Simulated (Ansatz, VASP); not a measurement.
# One calculation of Cd2C, two programs

Contents of INCAR:

```
PREC = Accurate
ENCUT = 520
EDIFF = 1E-6
ISMEAR = -1
SIGMA = 0.01
LREAL = F
LASPH = T
NELM = 60
ALGO = Normal
ISIF = 2
LWAVE = F
LCHARG = F
GGA = PE
NBANDS = 21
```

The input KPOINTS:

```
Automatic mesh
0
Gamma
  10 10 10
```

File POSCAR:

```
Cd2C
1.0
    0.0000000000      2.9436491030      2.9436491030
    2.9436491030      0.0000000000      2.9436491030
    2.9436491030      2.9436491030      0.0000000000
C Cd
1 2
Direct
    0.0000000000      0.0000000000      0.0000000000
    0.2500000000      0.2500000000      0.2500000000
    0.7500000000      0.7500000000      0.7500000000
```

Input for Ansatz:

```yaml
crystal:
  lattice:
    - [0.0, 2.943649103, 2.943649103]
    - [2.943649103, 0.0, 2.943649103]
    - [2.943649103, 2.943649103, 0.0]
  atoms:
    - { symbol: C, position: [0.0, 0.0, 0.0] }
    - { symbol: Cd, position: [0.25, 0.25, 0.25] }
    - { symbol: Cd, position: [0.75, 0.75, 0.75] }
kpoints:
  mp_grid: { grid: [10, 10, 10] }
scf:
  occupations: { method: fermi_dirac, width: 0.01 }
hamiltonian:
  xc: pbe
  pseudopotentials: { kind: all_electron, lapw: { basis_error: 0.0005 } }
output:
  forces: true
  stress: true
  eigenvalues: true
```

Alike in both runs: task single point; functional PBE; k mesh 10 × 10 × 10; occupations fermi-dirac, width 0.01 eV; no spin polarisation.

```csv
,VASP,Ansatz
version,VASP 6.6.1,Ansatz 0.2.0
potentials or method,"VASP PAW PBE potentials, release 64 (C, Cd), cutoff 520 eV","all-electron LAPW, scalar-relativistic"
```

```tsv
	VASP	Ansatz	Ansatz less VASP
pressure (GPa)	0.7	0.0	-0.68
```

Ansatz ran all-electron here, and VASP with PAW potentials.
